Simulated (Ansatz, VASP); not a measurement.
PbSe in VASP and in Ansatz

INCAR

```
PREC = Accurate
ENCUT = 500
EDIFF = 1E-6
ISMEAR = 0
SIGMA = 0.1
LREAL = F
LASPH = T
NELM = 120
ALGO = Normal
ISIF = 2
LWAVE = F
LCHARG = F
GGA = PS
NBANDS = 17
GGA_COMPAT = F
```

KPOINTS

```
regular mesh
0
Gamma
  6 6 6
```

The input POSCAR:

```
PbSe
1.0
    0.0000000000      3.0908235400      3.0908235400
    3.0908235400      0.0000000000      3.0908235400
    3.0908235400      3.0908235400      0.0000000000
Pb Se
1 1
Direct
    0.0000000000      0.0000000000      0.0000000000
    0.5000000000      0.5000000000      0.5000000000
```

Input for Ansatz:

```yaml
crystal:
  lattice:
    - [0.0, 3.09082354, 3.09082354]
    - [3.09082354, 0.0, 3.09082354]
    - [3.09082354, 3.09082354, 0.0]
  atoms:
    - { symbol: Pb, position: [0.0, 0.0, 0.0] }
    - { symbol: Se, position: [0.5, 0.5, 0.5] }
basis:
  ecutwfc: 420
kpoints:
  mp_grid: { grid: [6, 6, 6] }
hamiltonian:
  xc: pbesol
  pseudopotentials: { kind: paw }
scf:
  occupations: { method: gaussian, width: 0.1 }
output:
  forces: true
  stress: true
  eigenvalues: true
```

Alike in both runs: task single point; functional PBEsol; k mesh 6 × 6 × 6; occupations gaussian, width 0.1 eV; no spin polarisation.

```csv
,VASP,Ansatz
version,VASP 6.6.1,Ansatz 0.2.0
potentials or method,"VASP PAW PBE potentials, release 64 (Pb_d, Se), cutoff 500 eV","scalar-relativistic, plane waves, PAW"
valence electrons in the cell,20,30
```

|  | VASP | Ansatz | Ansatz less VASP |
| --- | --- | --- | --- |
| gap on the k mesh at the Fermi level (eV) | 0.30 | 0.30 | -0.003 |
| least direct gap on the mesh (eV) | 0.30 | 0.30 | -0.003 |
| pressure (GPa) | -2.0 | -2.0 | +0.01 |

VASP's potentials were made for PBE, not for PBEsol. With one functional, cell and mesh, what is left measures potentials, basis and numerics. VASP's potentials hold 20 valence electrons a cell and Ansatz's 30, so a difference there can come from the potentials and not from the codes.

Neither program's run includes spin-orbit coupling.
